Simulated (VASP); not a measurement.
# Ge2Sb2Te5 (P-3m1) in VASP: notebook

The runs below take Ge2Sb2Te5 through single point, with PBE.

All numbers are computed with VASP 6.6.1; they aren't measurements. Logs are shortened: lines on timing, memory, paths and dates and some standing lists are left out, and cuts for length are marked.

## (1) The cell of the first run

The structure is trigonal, space group P-3m1 (No. 164). The conventional cell has a = 4.104 Å, b = 4.104 Å, c = 16.399 Å, α = 90.00°, β = 90.00°, γ = 120.00°. Within 3.6 Å of Ge (site symmetry 3m) lie 6 Te at 2.70 to 3.11 Å. Sb (site symmetry 3m) has 6 Te at 2.85 to 3.00 Å within 3.8 Å. Te (site symmetry -3m) has 6 Sb at 3.00 Å within 3.9 Å. Within 3.8 Å of Te (site symmetry 3m) lie 3 Sb at 2.85 Å and 3 Ge at 3.11 Å. Within 3.6 Å of Te (site symmetry 3m) lie 3 Ge at 2.70 Å.

## (2) Single point, PBE (26.58 Å³/atom)

The input, INCAR:

```
PREC     = Accurate       # precision mode
ENCUT    = 520            # plane-wave cutoff, eV
EDIFF    = 1E-6           # SCF threshold, eV
ISMEAR   = 0              # smearing method
SIGMA    = 0.03           # smearing width, eV
LREAL    = False          # projectors in reciprocal space
LASPH    = True           # aspherical terms in the spheres
NELM     = 60             # most SCF steps
ALGO     = Normal         # electronic algorithm
ISIF     = 2              # what is computed and relaxed
LWAVE    = False          # write WAVECAR
LCHARG   = False          # write CHGCAR
GGA      = PE             # functional
NBANDS   = 44             # bands
```

The input, KPOINTS:

```
Automatic mesh
0
Gamma
  12 12 2
```

The input, POSCAR:

```
Ge2Sb2Te5
1.0
    4.1043864452      0.0000000000      0.0000000000
   -2.0521932226      3.5545029285      0.0000000000
    0.0000000000      0.0000000000     16.3990760417
Ge Sb Te
2 2 5
Direct
    0.0000000000      0.0000000000      0.3313200918
    0.0000000000      0.0000000000      0.6686799082
    0.3333333333      0.6666666667      0.1120971408
    0.6666666667      0.3333333333      0.8879028592
    0.0000000000      0.0000000000      0.0000000000
    0.3333333333      0.6666666667      0.7914345914
    0.6666666667      0.3333333333      0.2085654086
    0.3333333333      0.6666666667      0.4096023866
    0.6666666667      0.3333333333      0.5903976134
```

Potentials or basis: VASP PAW PBE potentials, release 64 (Ge_d, Sb, Te).

Run with:

```
> cat potpaw_PBE.64/Ge_d/POTCAR potpaw_PBE.64/Sb/POTCAR potpaw_PBE.64/Te/POTCAR > POTCAR
> mpirun -np 1 vasp_std > vasp.out
```

OUTCAR:

```text
PREC = Accurate
   ENCUT = 520
   EDIFF = 1E-6
   ISMEAR = 0
   LREAL = False
   LASPH = True
   NELM = 60
   ISIF = 2
   GGA = PE

 ion  position               nearest neighbor table
   1  0.000  0.000  0.331-   8 2.70   8 2.70   8 2.70   7 3.11   7 3.11   7 3.11
   2  0.000  0.000  0.669-   9 2.70   9 2.70   9 2.70   6 3.11   6 3.11   6 3.11
   3  0.333  0.667  0.112-   7 2.85   7 2.85   7 2.85   5 3.00   5 3.00   5 3.00
   4  0.667  0.333  0.888-   6 2.85   6 2.85   6 2.85   5 3.00   5 3.00   5 3.00
   5  0.000  0.000  0.000-   3 3.00   4 3.00   4 3.00   3 3.00   4 3.00   3 3.00
   6  0.333  0.667  0.791-   4 2.85   4 2.85   4 2.85   2 3.11   2 3.11   2 3.11
   7  0.667  0.333  0.209-   3 2.85   3 2.85   3 2.85   1 3.11   1 3.11   1 3.11
   8  0.333  0.667  0.410-   1 2.70   1 2.70   1 2.70
   9  0.667  0.333  0.590-   2 2.70   2 2.70   2 2.70

  LATTYP: Found a hexagonal cell.
 ALAT       =     4.1043864452
 C/A-ratio  =     3.9955000000

  Lattice vectors:

 A1 = (   4.1043864452,   0.0000000000,   0.0000000000)
 A2 = (  -2.0521932226,   3.5545029285,   0.0000000000)
 A3 = (   0.0000000000,   0.0000000000,  16.3990760417)

Analysis of symmetry for initial positions (statically):
=====================================================================
 Subroutine PRICEL returns:
 Original cell was already a primitive cell.

 Routine SETGRP: Setting up the symmetry group for a
 hexagonal supercell.

 Subroutine GETGRP returns: Found 12 space group operations
 (whereof 12 operations were pure point group operations)
 out of a pool of 24 trial point group operations.

The static configuration has the point symmetry D_3d.

Analysis of symmetry for dynamics (positions and initial velocities):
=====================================================================
 Subroutine PRICEL returns:
 Original cell was already a primitive cell.

 Routine SETGRP: Setting up the symmetry group for a
 hexagonal supercell.

 Subroutine GETGRP returns: Found 12 space group operations
 (whereof 12 operations were pure point group operations)
 out of a pool of 24 trial point group operations.

The dynamic configuration has the point symmetry D_3d.

 Subroutine INISYM returns: Found 12 space group operations
[... 114 lines left out ...]
   NSW    =      0    number of steps for IOM
   IBRION =     -1    ionic relax: 0-MD 1-quasi-New 2-CG
   NFREE  =      0    steps in history (QN), initial steepest desc. (CG)
   ISIF   =      2    stress and relaxation
   ISYM   =      2    0-nonsym 1-usesym 2-fastsym
   POTIM  = 0.5000    time-step for ionic-motion
   TEBEG  =    0.0;   TEEND  =   0.0 temperature during run
   PSTRESS=    0.0 pullay stress
   NELECT =      68.0000    total number of electrons
   NUPDOWN=      -1.0000    fix difference up-down
   EMIN   =  10.00;   EMAX   =-10.00  energy-range for DOS
   EFERMI =   0.00;   METHOD = LEGACY
   ISMEAR =     0;   SIGMA  =   0.03  broadening in eV -4-tet -1-fermi 0-gaus
   EFERMI_NEDOS =   21; number of points for ismear=-14 and -15
   IALGO  =     38    algorithm
   IMIX   =      4    mixing-type and parameters
     AMIX     =   0.40;   BMIX     =  1.00
     AMIX_MAG =   1.60;   BMIX_MAG =  1.00
  volume/ion in A,a.u.               =      26.58       179.39
  Fermi-wavevector in a.u.,A,eV,Ry     =   1.076372  2.034048 15.763386  1.158576
  Thomas-Fermi vector in A             =   2.212254
   LORBIT       =      0    0 simple, 1 ext, 2 COOP (PROOUT), +10 PAW based schemes
   GGA     = PE    functional components
   LHFCALC =     F    Hartree Fock is set to
   AEXX    =    0.0000 exact exchange contribution
   IVDW    =     0    specifies the selected vdW correction
   LEPSILON=     F    determine dielectric tensor
   LRPA    =     F    only Hartree local field effects (RPA)
 non-spin polarized calculation
 Gauss-broadening in eV      SIGMA  =   0.03
  energy-cutoff  :      520.00
  volume of cell :      239.25
 maximum number of plane-waves:      6480
 NGX is ok and might be reduce to    32
   NGX = 15   NGY = 15   NGZ = 61

 number of electron      67.9999965 magnetization

 Free energy of the ion-electron system (eV)
  ---------------------------------------------------
  ext. energy  EPLUGINS =         0.00000000
  ---------------------------------------------------
  free energy    TOTEN  =       -32.38554029 eV

  energy without entropy =      -32.38519513  energy(sigma->0) =      -32.38536771

 E-fermi :   7.9733     XC(G=0):  -9.9777

 val. band max:        7.9170538097   @ k =   0.0833   0.0000   0.5000
 cond. band min:       7.9823302008   @ k =   0.0833   0.0833   0.0000
 fundamental gap:      0.0652763911
 Fermi energy:         7.9733121392

 k-point     1 :       0.0000    0.0000    0.0000
  band No.  band energies     occupation
      1     -16.9411      2.00000
      2     -16.9411      2.00000
      3     -16.9411      2.00000
      4     -16.9411      2.00000
      5     -16.9208      2.00000
      6     -16.9208      2.00000
[... 1117 lines left out ...]
     43      11.4553      0.00000
     44      11.7893      0.00000

 [... further k-points ...]

------------------------ aborting loop because EDIFF is reached ----------------------------------------

  FORCE on cell =-STRESS in cart. coord.  units (eV):
  Direction    XX          YY          ZZ          XY          YZ          ZX
  --------------------------------------------------------------------------------------
  -------------------------------------------------------------------------------------
  Total       16.7401830     16.7401830     18.5517218     -0.0000000      0.0000000      0.0000000
  in kB      112.1048192    112.1048192    124.2362415     -0.0000000      0.0000000      0.0000000
  external PRESSURE =     116.1486267 kB  Pullay stress =       0.0000000 kB

 VOLUME and BASIS-vectors are now :
 -----------------------------------------------------------------------------
  energy-cutoff  :      520.00
  volume of cell :      239.25
      direct lattice vectors                 reciprocal lattice vectors
     4.104386445  0.000000000  0.000000000     0.243641775  0.140666645  0.000000000
    -2.052193223  3.554502928  0.000000000     0.000000000  0.281333289  0.000000000
     0.000000000  0.000000000 16.399076042     0.000000000  0.000000000  0.060979045

 POSITION                                       TOTAL-FORCE (eV/Angst)
 -----------------------------------------------------------------------------------
      0.00000      0.00000      5.43334        -0.000000      0.000000     -0.845268
      0.00000      0.00000     10.96573        -0.000000     -0.000000      0.845268
     -0.00000      2.36967      1.83829         0.000000      0.000000     -0.491182
      2.05219      1.18483     14.56079         0.000000      0.000000      0.491182
      0.00000      0.00000      0.00000         0.000000      0.000000      0.000000
     -0.00000      2.36967     12.97880         0.000000      0.000000     -1.402978
      2.05219      1.18483      3.42028         0.000000     -0.000000      1.402978
     -0.00000      2.36967      6.71710         0.000000      0.000000      1.283786
      2.05219      1.18483      9.68198        -0.000000      0.000000     -1.283786
 -----------------------------------------------------------------------------------
    total drift:                               -0.000000     -0.000000      0.000000

  FREE ENERGIE OF THE ION-ELECTRON SYSTEM (eV)
  ---------------------------------------------------
  free  energy   TOTEN  =       -32.3855402939 eV

  energy  without entropy=      -32.3851951251  energy(sigma->0) =      -32.38536771
```

OSZICAR:

```text
N       E                     dE             d eps       ncg     rms          rms(c)
DAV:   1     0.622712593556E+03    0.62271E+03   -0.27625E+04  4288   0.219E+03
DAV:   2     0.707973144414E+02   -0.55192E+03   -0.52884E+03  3608   0.641E+02
DAV:   3    -0.258925001530E+02   -0.96690E+02   -0.93643E+02  3896   0.157E+02
DAV:   4    -0.323755862592E+02   -0.64831E+01   -0.63973E+01  4112   0.477E+01
DAV:   5    -0.326030389078E+02   -0.22745E+00   -0.22685E+00  4548   0.921E+00    0.151E+01
DAV:   6    -0.324579906914E+02    0.14505E+00   -0.12913E+00  4740   0.478E+00    0.107E+01
DAV:   7    -0.327937661819E+02   -0.33578E+00   -0.34446E+00  4584   0.680E+00    0.215E+00
DAV:   8    -0.323757794198E+02    0.41799E+00   -0.15659E+00  4520   0.522E+00    0.642E-01
DAV:   9    -0.323878951425E+02   -0.12116E-01   -0.16486E-01  3888   0.130E+00    0.515E-01
DAV:  10    -0.323859464194E+02    0.19487E-02   -0.10320E-02  4560   0.410E-01    0.446E-01
DAV:  11    -0.323859222033E+02    0.24216E-04   -0.18029E-03  3900   0.160E-01    0.239E-01
DAV:  12    -0.323857616390E+02    0.16056E-03   -0.18248E-04  4280   0.582E-02    0.160E-01
DAV:  13    -0.323855264787E+02    0.23516E-03   -0.64809E-04  4164   0.839E-02    0.480E-02
DAV:  14    -0.323855394708E+02   -0.12992E-04   -0.14969E-04  3640   0.418E-02    0.546E-02
DAV:  15    -0.323855402939E+02   -0.82310E-06   -0.41999E-06  3932   0.105E-02
   1 F= -.32385540E+02 E0= -.32385368E+02  d E =-.345169E-03
```

It took 4 min on 1 thread of Intel Xeon 6975P-C (Granite Rapids), shared host; peak memory 0.56 GiB.

What came out:

```
Free energy            : -32.3855 eV
Pressure               : 11.6 GPa
Largest force          : 1.403 eV/Å
Band gap on the k mesh : zero (bands 34 and 35 overlap by 0.16 eV)
```

Forces on the atoms (eV/Å):
```
Ge   0.000  0.000 -0.845
Ge   0.000  0.000  0.845
Sb   0.000  0.000 -0.491
Sb   0.000  0.000  0.491
Te   0.000  0.000  0.000
Te   0.000  0.000 -1.403
Te   0.000  0.000  1.403
Te   0.000  0.000  1.284
Te   0.000  0.000 -1.284
```

Caveat: the cell stands under pressure; spin-orbit coupling is left out, which moves the levels of the heavy elements; this functional lacks dispersion, which binds layers or chains, so the pressure and a relaxed spacing across them are unreliable; forces of over 1 eV/Å act on the atoms, so gaps and moduli don't describe the material at rest.

## (3) Single point, PBE (26.58 Å³/atom)

The input, INCAR:

```
PREC     = Accurate       # precision mode
ENCUT    = 520            # plane-wave cutoff, eV
EDIFF    = 1E-6           # SCF threshold, eV
ISMEAR   = 0              # smearing method
SIGMA    = 0.03           # smearing width, eV
LREAL    = F              # projectors in reciprocal space
LASPH    = T              # aspherical terms in the spheres
NELM     = 100            # most SCF steps
ALGO     = Normal         # electronic algorithm
ISIF     = 2              # what is computed and relaxed
LWAVE    = F              # write WAVECAR
LCHARG   = F              # write CHGCAR
GGA      = PE             # functional
NBANDS   = 44             # bands
```

The input, KPOINTS:

```
regular mesh
0
Gamma
  12 12 2
```

POSCAR, as its differences from that of step 2:

```diff
@@ -2,5 +2,5 @@
 1.0
-    4.1043864452      0.0000000000      0.0000000000
-   -2.0521932226      3.5545029285      0.0000000000
-    0.0000000000      0.0000000000     16.3990760417
+    3.7854942584      0.0000000000      0.0000000000
+   -1.8927471292      3.2783341937      0.0000000000
+    0.0000000000      0.0000000000     19.2783866100
 Ge Sb Te
```

Potentials or basis: VASP PAW PBE potentials, release 64 (Ge_d, Sb, Te).

Run with:

```
> cat potpaw_PBE.64/Ge_d/POTCAR potpaw_PBE.64/Sb/POTCAR potpaw_PBE.64/Te/POTCAR > POTCAR
> mpirun -np 1 vasp_std > vasp.out
```

It took 4.5 min on 1 thread of Intel Xeon 6975P-C (Granite Rapids), shared host; peak memory 0.54 GiB.

Results (log left out):

| Property | Result |
| --- | --- |
| Free energy | -31.9322 eV |
| Pressure | 10.7 GPa |
| Largest force | 1.228 eV/Å |
| Band gap on the k mesh | zero (bands 34 and 35 overlap by 1.74 eV) |

Forces on the atoms (eV/Å):
```
Ge   0.000  0.000 -0.839
Ge   0.000  0.000  0.839
Sb   0.000  0.000 -0.836
Sb   0.000  0.000  0.836
Te   0.000  0.000  0.000
Te   0.000  0.000 -1.228
Te   0.000  0.000  1.228
Te   0.000  0.000  1.019
Te   0.000  0.000 -1.019
```

Stress tensor (GPa, compression positive):
```
11.96  0.00  0.00
 0.00 11.96  0.00
 0.00  0.00  8.27
```

Levels at points of the mesh, in eV from the Fermi level:
| k point | band 31 | band 32 | band 33 | band 34 | band 35 | band 36 | band 37 | band 38 |
| --- | --- | --- | --- | --- | --- | --- | --- | --- |
| (0.00, 0.00, 0.00) | -0.26 | -0.26 | -0.23 | 1.25 | 1.42 | 1.42 | 1.67 | 2.13 |
| (0.50, 0.00, 0.00) | -2.41 | -1.62 | -1.29 | -1.08 | -0.48 | 0.75 | 1.23 | 1.58 |
| (0.00, 0.00, 0.50) | -0.27 | -0.27 | 0.76 | 0.78 | 1.43 | 1.43 | 1.73 | 2.09 |
| (0.50, 0.00, 0.50) | -2.46 | -2.23 | -1.28 | -0.71 | -0.22 | 0.53 | 1.10 | 1.18 |

Caveat: the cell stands under pressure; spin-orbit coupling is left out, which moves the levels of the heavy elements; this functional lacks dispersion, which binds layers or chains, so the pressure and a relaxed spacing across them are unreliable; forces of over 1 eV/Å act on the atoms, so gaps and moduli don't describe the material at rest.

(Part 1 of 2 ends here.)

The gap in the log of VASP goes by the Fermi energy; the results here count the filled bands.